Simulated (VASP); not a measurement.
Wanted: the native input for a VASP 6.6.1 run.

| Item | Value |
| --- | --- |
| Task | single point |
| Functional | PBEsol |
| Dispersion | D3(BJ) |
| Potentials or basis | VASP PAW PBE potentials, release 64 (Na_pv, F) |
| Cutoff | 520 eV |
| k mesh | 10 × 10 × 10 |
| Occupations | fermi-dirac, width 0.05 eV |
| Spin | no spin polarisation |
| Dipole correction | no |
| Further INCAR settings | ALGO = Normal; EDIFF = 1e-06; NBANDS = 14 |

The structure of NaF lies in POSCAR:

```
NaF
1.0
    0.0000000000      2.3200000000      2.3200000000
    2.3200000000      0.0000000000      2.3200000000
    2.3200000000      2.3200000000      0.0000000000
Na F
1 1
Direct
    0.0000000000      0.0000000000      0.0000000000
    0.5000000000      0.5000000000      0.5000000000
```

One way to write it, as run:

INCAR

```
PREC = Accurate ; ENCUT = 520
EDIFF = 1E-6 ; ISMEAR = -1
SIGMA = 0.05 ; LREAL = False
LASPH = True ; NELM = 60
ALGO = Normal ; ISIF = 2
LWAVE = False ; LCHARG = False
GGA = PS ; IVDW = 12
NBANDS = 14
```

KPOINTS

```
regular mesh
0
Gamma
  10 10 10
```

Potentials or basis: VASP PAW PBE potentials, release 64 (Na_pv, F).

Run with:

```bash
$ cat potpaw_PBE.64/Na_pv/POTCAR potpaw_PBE.64/F/POTCAR > POTCAR
$ mpirun -np 1 vasp_std > vasp.out
```

Results of the run:

```json
{
  "Pressure": "-2.6 GPa",
  "Band gap on the k mesh": "6.14 eV",
  "Dispersion energy per atom": "-0.161 eV"
}
```

Caveat: three body term missing; the PAW data sets were made with another functional, which shifts forces and pressure a little.

Run time: 9.3 s on 1 thread of AMD EPYC 7R13 Processor (Zen 3), with other jobs on the host, peak memory 0.12 GiB.
